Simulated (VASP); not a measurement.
# ZrN (Fm-3m) in VASP: further runs

The runs below take ZrN through single point, with LDA.

Program: VASP 6.6.1. These are calculated values, not measurements. Logs are shortened: lines on timing, memory, paths and dates and some standing lists are left out, and cuts for length are marked.

## Step 1: The cell of the first run

The structure is cubic, space group Fm-3m (No. 225). The conventional cell has a = 4.464 Å, b = 4.464 Å, c = 4.464 Å, α = 90.00°, β = 90.00°, γ = 90.00°. Zr (site symmetry m-3m) has 6 N at 2.23 Å within 3.0 Å. N (site symmetry m-3m) has 6 Zr at 2.23 Å within 3.0 Å.

## Step 2: Single point, LDA, collinear spin, ferromagnetic start

INCAR reads:

```
SYSTEM = ZrN
ALGO     = Normal         ! electronic algorithm
EDIFF    = 1E-6           ! SCF threshold, eV
ENCUT    = 600            ! plane-wave cutoff, eV
GGA_COMPAT= .False.      
ISIF     = 2              ! what is computed and relaxed
ISMEAR   = 0              ! smearing method
ISPIN    = 2              ! spin polarisation
LASPH    = .True.         ! aspherical terms in the spheres
LCHARG   = .False.        ! write CHGCAR
LMAXMIX  = 4              ! l up to which the mixer works
LORBIT   = 11             ! projections on sites
LREAL    = .False.        ! projectors in reciprocal space
LWAVE    = .False.        ! write WAVECAR
MAGMOM   = 0.125 0        ! initial moments
NBANDS   = 20             ! bands
NELM     = 200            ! most SCF steps
NUPDOWN  = 0.125          ! fixed moment
PREC     = Accurate       ! precision mode
SIGMA    = 0.15           ! smearing width, eV
```

KPOINTS reads:

```
k-points
0
Gamma
  18 18 18
  0 0 0
```

POSCAR reads:

```
ZrN
1.0
    0.0000000000      2.2320380598      2.2320380598
    2.2320380598      0.0000000000      2.2320380598
    2.2320380598      2.2320380598      0.0000000000
Zr N
1 1
Direct
    0.0000000000      0.0000000000      0.0000000000
    0.5000000000      0.5000000000      0.5000000000
```

Potentials or basis: VASP PAW LDA potentials, release 64 (Zr_sv, N).

Launch:

```
$ cat potpaw_LDA.64/Zr_sv/POTCAR potpaw_LDA.64/N/POTCAR > POTCAR
$ mpirun -np 1 vasp_std > vasp.out
```

OUTCAR:

```text
SYSTEM = ZrN
   EDIFF = 1E-6
   ENCUT = 600
   ISIF = 2
   ISMEAR = 0
   ISPIN = 2
   LASPH = .True.
   LORBIT = 11
   LREAL = .False.
   NELM = 200
   NUPDOWN = 0.125
   PREC = Accurate

 ion  position               nearest neighbor table
   1  0.000  0.000  0.000-   2 2.23   2 2.23   2 2.23   2 2.23   2 2.23   2 2.23
   2  0.500  0.500  0.500-   1 2.23   1 2.23   1 2.23   1 2.23   1 2.23   1 2.23

  LATTYP: Found a face centered cubic cell.
 ALAT       =     4.4640761196

  Lattice vectors:

 A1 = (   0.0000000000,   2.2320380598,   2.2320380598)
 A2 = (   2.2320380598,   0.0000000000,   2.2320380598)
 A3 = (   2.2320380598,   2.2320380598,   0.0000000000)

Analysis of symmetry for initial positions (statically):
=====================================================================
 Subroutine PRICEL returns:
 Original cell was already a primitive cell.

 Routine SETGRP: Setting up the symmetry group for a
 face centered cubic supercell.

 Subroutine GETGRP returns: Found 48 space group operations
 (whereof 48 operations were pure point group operations)
 out of a pool of 48 trial point group operations.

The static configuration has the point symmetry O_h .

Analysis of symmetry for dynamics (positions and initial velocities):
=====================================================================
 Subroutine PRICEL returns:
 Original cell was already a primitive cell.

 Routine SETGRP: Setting up the symmetry group for a
 face centered cubic supercell.

 Subroutine GETGRP returns: Found 48 space group operations
 (whereof 48 operations were pure point group operations)
 out of a pool of 48 trial point group operations.

The dynamic configuration has the point symmetry O_h .

Analysis of structural, dynamic, and magnetic symmetry:
=====================================================================
 Subroutine PRICEL returns:
 Original cell was already a primitive cell.

 Routine SETGRP: Setting up the symmetry group for a
 face centered cubic supercell.

 Subroutine GETGRP returns: Found 48 space group operations
 (whereof 48 operations were pure point group operations)
 out of a pool of 48 trial point group operations.

The overall configuration has the point symmetry O_h .

 Subroutine INISYM returns: Found 48 space group operations
 (whereof 48 operations are pure point group operations),
 and found     1 'primitive' translations

----------------------------------------------------------------------------------------

                                     Primitive cell

  volume of cell :      22.2400

  direct lattice vectors                    reciprocal lattice vectors
     0.000000000  2.232038060  2.232038060    -0.224010517  0.224010517  0.224010517
     2.232038060  0.000000000  2.232038060     0.224010517 -0.224010517  0.224010517
     2.232038060  2.232038060  0.000000000     0.224010517  0.224010517 -0.224010517

  length of vectors
     3.156578496  3.156578496  3.156578496     0.387997597  0.387997597  0.387997597

  position of ions in fractional coordinates (direct lattice)
     0.000000000  0.000000000  0.000000000
     0.500000000  0.500000000  0.500000000

  ion indices of the primitive-cell ions
   primitive index   ion index
                 1           1
                 2           2

----------------------------------------------------------------------------------------

 KPOINTS: k-points

Automatic generation of k-mesh.
 Grid dimensions read from file:
 generate k-points for:   18   18   18

 Generating k-lattice:

  Cartesian coordinates                     Fractional coordinates (reciprocal lattice)
    -0.012445029  0.012445029  0.012445029     0.055555556  0.000000000  0.000000000
     0.012445029 -0.012445029  0.012445029     0.000000000  0.055555556  0.000000000
     0.012445029  0.012445029 -0.012445029     0.000000000  0.000000000  0.055555556

  Length of vectors
     0.021555422  0.021555422  0.021555422

  Shift w.r.t. Gamma in fractional coordinates (k-lattice)
     0.000000000  0.000000000  0.000000000

 Subroutine IBZKPT returns following result:
 ===========================================

 Found    195 irreducible k-points:

 Following reciprocal coordinates:
            Coordinates               Weight
  0.000000  0.000000  0.000000      1.000000
  0.055556  0.000000  0.000000      8.000000
  0.111111  0.000000  0.000000      8.000000
  0.166667  0.000000  0.000000      8.000000
  0.222222  0.000000  0.000000      8.000000
  0.277778  0.000000  0.000000      8.000000
[... 16 lines left out ...]
 -0.277778  0.055556  0.000000     24.000000
 -0.222222  0.055556  0.000000     24.000000
 [... further k-points ...]
   k-points           NKPTS =    195   k-points in BZ     NKDIM =    195   number of bands    NBANDS=     20
   number of dos      NEDOS =    301   number of ions     NIONS =      2
   total plane-waves  NPLWV =  21952
   dimension x,y,z NGX =    28 NGY =   28 NGZ =   28
   dimension x,y,z NGXF=    56 NGYF=   56 NGZF=   56
   ions per type =               1   1
   NGX,Y,Z   is equivalent  to a cutoff of  14.75, 14.75, 14.75 a.u.
   NGXF,Y,Z  is equivalent  to a cutoff of  29.49, 29.49, 29.49 a.u.
 SYSTEM =  ZrN
   PREC   = accura    normal or accurate (medium, high low for compatibility)
   ISTART =      0    job   : 0-new  1-cont  2-samecut
   ICHARG =      2    charge: 1-file 2-atom 10-const
   ISPIN  =      2    spin polarized calculation?
   LNONCOLLINEAR =      F non collinear calculations
   LSORBIT =      F    spin-orbit coupling
   LASPH  =      T    aspherical Exc in radial PAW
   ENCUT  =  600.0 eV  44.10 Ry    6.64 a.u.   6.30  6.30  6.30*2*pi/ulx,y,z
   NELM   =    200;   NELMIN=  2; NELMDL= -5     # of ELM steps
   EDIFF  = 0.1E-05   stopping-criterion for ELM
   LREAL  =      F    real-space projection
   EDIFFG = 0.1E-04   stopping-criterion for IOM
   NSW    =      0    number of steps for IOM
   IBRION =     -1    ionic relax: 0-MD 1-quasi-New 2-CG
   NFREE  =      0    steps in history (QN), initial steepest desc. (CG)
   ISIF   =      2    stress and relaxation
   ISYM   =      2    0-nonsym 1-usesym 2-fastsym
   POTIM  = 0.5000    time-step for ionic-motion
   TEBEG  =    0.0;   TEEND  =   0.0 temperature during run
   PSTRESS=    0.0 pullay stress
   NELECT =      17.0000    total number of electrons
   NUPDOWN=       0.1250    fix difference up-down
   EMIN   =  10.00;   EMAX   =-10.00  energy-range for DOS
   EFERMI =   0.00;   METHOD = LEGACY
   ISMEAR =     0;   SIGMA  =   0.15  broadening in eV -4-tet -1-fermi 0-gaus
   EFERMI_NEDOS =   21; number of points for ismear=-14 and -15
   IALGO  =     38    algorithm
   IMIX   =      4    mixing-type and parameters
     AMIX     =   0.40;   BMIX     =  1.00
     AMIX_MAG =   1.60;   BMIX_MAG =  1.00
  volume/ion in A,a.u.               =      11.12        75.04
  Fermi-wavevector in a.u.,A,eV,Ry     =   1.496854  2.828645 30.484846  2.240573
  Thomas-Fermi vector in A             =   2.608817
   LORBIT       =     11    0 simple, 1 ext, 2 COOP (PROOUT), +10 PAW based schemes
   GGA     = CA    functional components
   LHFCALC =     F    Hartree Fock is set to
   AEXX    =    0.0000 exact exchange contribution
   IVDW    =     0    specifies the selected vdW correction
   LEPSILON=     F    determine dielectric tensor
   LRPA    =     F    only Hartree local field effects (RPA)
 spin polarized calculation
 Gauss-broadening in eV      SIGMA  =   0.15
  energy-cutoff  :      600.00
  volume of cell :       22.24
 maximum number of plane-waves:       757
 NGX is ok and might be reduce to    28
   NGX = 13   NGY = 13   NGZ = 13

 number of electron      17.0000000 magnetization       0.1250000

 Free energy of the ion-electron system (eV)
  ---------------------------------------------------
  ext. energy  EPLUGINS =         0.00000000
  ---------------------------------------------------
  free energy    TOTEN  =       -22.37142608 eV

  energy without entropy =      -22.36426081  energy(sigma->0) =      -22.36784345

 E-fermi :  12.6367     XC(G=0): -13.1975

 val. band max:       12.9515858071   @ k =   0.3333   0.1111   0.0556
 cond. band min:      12.6397226262   @ k =  -0.3889   0.3333   0.0556
 fundamental gap:     -0.3118631809
 Fermi energy:        12.9609868234

 spin component 1

 k-point     1 :       0.0000    0.0000    0.0000
  band No.  band energies     occupation
      1     -36.2840      1.00000
      2     -13.9533      1.00000
      3     -13.9533      1.00000
      4     -13.9533      1.00000
      5      -3.5754      1.00000
      6      10.0476      1.00000
[... 12 lines left out ...]
     19      38.7746      0.00000
     20      38.7746      0.00000

 k-point     2 :       0.0556    0.0000    0.0000
  band No.  band energies     occupation
      1     -36.2778      1.00000
      2     -14.0083      1.00000
      3     -13.9571      1.00000
      4     -13.9571      1.00000
      5      -3.4964      1.00000
      6       9.7549      1.00000
[... 498 lines left out ...]
 k-point    24 :      -0.2222    0.0556    0.0000
  band No.  band energies     occupation
      1     -36.1829      1.00000
      2     -14.7502      1.00000
      3     -14.0645      1.00000
      4     -13.9898      1.00000
      5      -2.3369      1.00000
      6       6.9578      1.00000
[... 12 lines left out ...]
     19      37.9754      0.00000
     20      38.9156      0.00000

 [... further k-points ...]

 spin component 2

 k-point     1 :       0.0000    0.0000    0.0000
  band No.  band energies     occupation
      1     -36.2453      1.00000
      2     -13.9099      1.00000
      3     -13.9099      1.00000
      4     -13.9099      1.00000
      5      -3.5335      1.00000
      6      10.0876      1.00000
[... 12 lines left out ...]
     19      38.8388      0.00000
     20      38.8388      0.00000

 k-point     2 :       0.0556    0.0000    0.0000
  band No.  band energies     occupation
      1     -36.2391      1.00000
      2     -13.9647      1.00000
      3     -13.9136      1.00000
      4     -13.9136      1.00000
      5      -3.4546      1.00000
      6       9.7970      1.00000
[... 498 lines left out ...]
 k-point    24 :      -0.2222    0.0556    0.0000
  band No.  band energies     occupation
      1     -36.1444      1.00000
      2     -14.7056      1.00000
      3     -14.0207      1.00000
      4     -13.9461      1.00000
      5      -2.2965      1.00000
      6       7.0065      1.00000
[... 12 lines left out ...]
     19      38.0201      0.00000
     20      38.9652      0.00000

 [... further k-points ...]
[... 5 lines left out ...]
  --------------------------------------------------------------------------------------
  -------------------------------------------------------------------------------------
  Total        1.8652136      1.8652136      1.8652136      0.0000000     -0.0000000      0.0000000
  in kB      134.3706363    134.3706363    134.3706363      0.0000000     -0.0000000      0.0000000
  external PRESSURE =     134.3706363 kB  Pullay stress =       0.0000000 kB

 VOLUME and BASIS-vectors are now :
 -----------------------------------------------------------------------------
  energy-cutoff  :      600.00
  volume of cell :       22.24
      direct lattice vectors                 reciprocal lattice vectors
     0.000000000  2.232038060  2.232038060    -0.224010517  0.224010517  0.224010517
     2.232038060  0.000000000  2.232038060     0.224010517 -0.224010517  0.224010517
     2.232038060  2.232038060  0.000000000     0.224010517  0.224010517 -0.224010517

 POSITION                                       TOTAL-FORCE (eV/Angst)
 -----------------------------------------------------------------------------------
      0.00000      0.00000      0.00000         0.000000     -0.000000     -0.000000
      2.23204      2.23204      2.23204        -0.000000      0.000000      0.000000
 -----------------------------------------------------------------------------------
    total drift:                                0.000000      0.000000      0.000000

  FREE ENERGIE OF THE ION-ELECTRON SYSTEM (eV)
  ---------------------------------------------------
  free  energy   TOTEN  =       -22.3714260847 eV

  energy  without entropy=      -22.3642608072  energy(sigma->0) =      -22.36784345

 total charge

# of ion       s       p       d       tot
------------------------------------------
    1        2.179   6.058   1.802  10.039
    2        1.233   2.498   0.000   3.731
--------------------------------------------------
tot          3.413   8.555   1.802  13.771

 magnetization (x)

# of ion       s       p       d       tot
------------------------------------------
    1        0.001   0.000   0.068   0.070
    2        0.000   0.016   0.000   0.016
--------------------------------------------------
tot          0.001   0.016   0.068   0.086
```

Wall time 3.7 min (1 thread of Intel Xeon 6975P-C, shared host); peak memory 0.28 GiB.

What came out:

* Free energy: -22.3714 eV
* Pressure: 13.4 GPa
* Net moment: 0.12 μB per cell
* Site moments: Zr +0.07; N +0.02 μB
* Valence electrons inside the program's atomic spheres: Zr 10.04; N 3.73

Caveat: the total moment is fixed, so each spin has its own Fermi level.

## Step 3: Single point, LDA, collinear spin, ferromagnetic start

This run uses another cell than the first one, of 11.58 Å³/atom, 1.042 times its volume.

INCAR reads:

```
ALGO = Normal
EDIFF = 1E-6
ENCUT = 600
GGA_COMPAT = F
ISIF = 2
ISMEAR = 0
ISPIN = 2
LASPH = T
LCHARG = F
LMAXMIX = 4
LORBIT = 11
LREAL = F
LWAVE = F
MAGMOM = 1 0
NBANDS = 20
NELM = 200
NUPDOWN = 1.0
PREC = Accurate
SIGMA = 0.15
```

KPOINTS reads:

```
k-points
0
Gamma
  18 18 18
```

POSCAR reads:

```
ZrN
1.0
    0.0000000000      2.2625984480      2.2625984480
    2.2625984480      0.0000000000      2.2625984480
    2.2625984480      2.2625984480      0.0000000000
Zr N
1 1
Direct
    0.0000000000      0.0000000000      0.0000000000
    0.5000000000      0.5000000000      0.5000000000
```

Potentials or basis: VASP PAW LDA potentials, release 64 (Zr_sv, N).

Launch:

```
$ cat potpaw_LDA.64/Zr_sv/POTCAR potpaw_LDA.64/N/POTCAR > POTCAR
$ mpirun -np 1 vasp_std > vasp.out
```

It took 3.9 min on 1 thread of Intel Xeon 6975P-C, shared host; peak memory 0.28 GiB.

Results (log left out):

| Property | Result |
| --- | --- |
| Free energy | -21.6474 eV |
| Pressure | 7.1 GPa |
| Net moment | 1.00 μB per cell |
| Site moments | Zr +0.54; N +0.14 μB |
| Valence electrons inside the program's atomic spheres | Zr 9.98; N 3.70 |

Caveat: the total moment is fixed, so each spin has its own Fermi level.

## Step 4: Single point, LDA, collinear spin, ferromagnetic start

This run uses another cell than the first one, of 11.58 Å³/atom, 1.042 times its volume.

INCAR reads:

```
SYSTEM = ZrN
PREC = Accurate
ENCUT = 600
EDIFF = 1E-6
ISMEAR = 0
SIGMA = 0.15
LREAL = .False.
LASPH = .True.
NELM = 200
ALGO = Normal
ISIF = 2
LWAVE = .False.
LCHARG = .False.
ISPIN = 2
MAGMOM = 0.5 0
LORBIT = 11
NUPDOWN = 0.5
LMAXMIX = 4
NBANDS = 20
GGA_COMPAT = .False.
```

KPOINTS reads:

```
regular mesh
0
Gamma
  18 18 18
  0 0 0
```

POSCAR is that of step 3.

Launch:

```
$ cat potpaw_LDA.64/Zr_sv/POTCAR potpaw_LDA.64/N/POTCAR > POTCAR
$ mpirun -np 1 vasp_std > vasp.out
```

Run time: 3.6 min. Hardware: 1 thread of Intel Xeon 6975P-C, shared host; peak memory 0.28 GiB.

The run converged. Its results:

| Property | Result |
| --- | --- |
| Free energy | -22.2511 eV |
| Pressure | 2.3 GPa |
| Net moment | 0.50 μB per cell |
| Site moments | Zr +0.28; N +0.06 μB |
| Valence electrons inside the program's atomic spheres | Zr 9.96; N 3.70 |

Caveat: the total moment is fixed, so each spin has its own Fermi level.

## Step 5: Single point, LDA, collinear spin, ferromagnetic start

This run uses another cell than the first one, of 11.58 Å³/atom, 1.042 times its volume.

INCAR reads:

```
SYSTEM = ZrN
ALGO = Normal
EDIFF = 1E-6
ENCUT = 600
GGA = CA
GGA_COMPAT = .False.
ISIF = 2
ISMEAR = 0
ISPIN = 2
LASPH = .True.
LCHARG = .False.
LMAXMIX = 4
LORBIT = 11
LREAL = .False.
LWAVE = .False.
MAGMOM = 0.75 0
NBANDS = 20
NELM = 200
NUPDOWN = 0.75
PREC = Accurate
SIGMA = 0.15
```

KPOINTS reads:

```
k-points
0
Gamma
  18 18 18
  0 0 0
```

POSCAR is that of step 4.

Launch:

```
$ cat potpaw_LDA.64/Zr_sv/POTCAR potpaw_LDA.64/N/POTCAR > POTCAR
$ mpirun -np 1 vasp_std > vasp.out
```

Wall time 3.7 min (1 thread of Intel Xeon 6975P-C, shared host); peak memory 0.28 GiB.

It converged, with:

```
Free energy                                           : -22.0210 eV
Pressure                                              : 4.3 GPa
Net moment                                            : 0.75 μB per cell
Site moments                                          : Zr +0.42; N +0.09 μB
Valence electrons inside the program's atomic spheres : Zr 9.97; N 3.70
```

Caveat: the total moment is fixed, so each spin has its own Fermi level.

## Step 6: Overview

```csv
fixed moment (μB),cell,pressure (GPa),moment (μB)
0.125,"a = 3.157 Å, angles 60.0°, 2 atoms",13.4,0.12
1.0,"a = 3.200 Å, angles 60.0°, 2 atoms",7.1,1.00
0.5,"a = 3.200 Å, angles 60.0°, 2 atoms",2.3,0.50
0.75,"a = 3.200 Å, angles 60.0°, 2 atoms",4.3,0.75
```

Alike in all rows: task single point; level LDA; potentials or basis VASP PAW LDA potentials, release 64 (Zr_sv, N); spin collinear, ferromagnetic start; k mesh 18 × 18 × 18; cutoff (eV) 600; smearing gaussian 0.15 eV.

Caveats: the total moment is fixed, so each spin has its own Fermi level.

Total energies depend on the potentials used, so only differences within one code and one set of settings carry meaning.
